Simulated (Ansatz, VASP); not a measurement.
# Ge: VASP beside Ansatz

File INCAR:

```
ALGO = Normal ; EDIFF = 1E-6
EDIFFG = -0.01 ; ENCUT = 600
GGA = PS ; IBRION = 2
ISIF = 3 ; ISMEAR = -1
LASPH = True ; LCHARG = False
LREAL = False ; LWAVE = False
NELM = 100 ; NSW = 80
PREC = Accurate ; SIGMA = 0.1
```

File KPOINTS:

```
k-points
0
Gamma
  12 12 4
```

The input POSCAR:

```
Ge
1.0
    3.0076538696      0.0000000000      0.0000000000
   -1.5038269348      2.6047046568      0.0000000000
    0.0000000000      0.0000000000      9.8229975381
Ge
4
Direct
    0.0000000000      0.0000000000      0.0000000000
    0.0000000000      0.0000000000      0.5000000000
    0.3333333333      0.6666666667      0.2500000000
    0.6666666667      0.3333333333      0.7500000000
```

Input for Ansatz:

```yaml
crystal:
  lattice:
    - [3.0076538696, 0.0, 0.0]
    - [-1.5038269348, 2.6047046568, 0.0]
    - [0.0, 0.0, 9.8229975381]
  atoms:
    - { symbol: Ge, position: [0.0, 0.0, 0.0] }
    - { symbol: Ge, position: [0.0, 0.0, 0.5] }
    - { symbol: Ge, position: [0.3333333333, 0.6666666667, 0.25] }
    - { symbol: Ge, position: [0.6666666667, 0.3333333333, 0.75] }
hamiltonian:
  xc: pbesol
  pseudopotentials:
    kind: paw
    azcp:
      Ge: "pseudopotentials/Ge.paw.azcp"
basis:
  ecutwfc: 420
  fft_grid_basis: typed
kpoints:
  mp_grid: { grid: [12, 12, 4], shift: [0, 0, 0] }
magnetization:
  spin_polarized: false
scf:
  occupations: { method: fermi_dirac, width: 0.1 }
relax:
  max_steps: 60
  f_tol: 0.01
  cell: {}
```

Alike in both runs: task relaxation of cell and atoms; functional PBEsol; k mesh 12 × 12 × 4; occupations fermi-dirac, width 0.1 eV; no spin polarisation.

```csv
,VASP,Ansatz
version,VASP 6.6.1,Ansatz 0.2.0
potentials or method,"VASP PAW PBE potentials, release 64 (Ge_d), cutoff 600 eV","plane waves (420 eV) with PAW, scalar-relativistic"
valence electrons in the cell,56,56
```

Ansatz gave:

| Property | Result |
| --- | --- |
| relaxed volume (Å³/atom) | 18.47 |
| relaxed length of the cell vector where the two differ most in proportion (Å) | 2.988 |

Q: Which values does VASP return?

A: Relaxed volume (Å³/atom): 18.50; relaxed length of the cell vector where the two differ most in proportion (Å): 2.990.

VASP's potentials were made for PBE, not for PBEsol, and Ansatz warns of the same on its side.
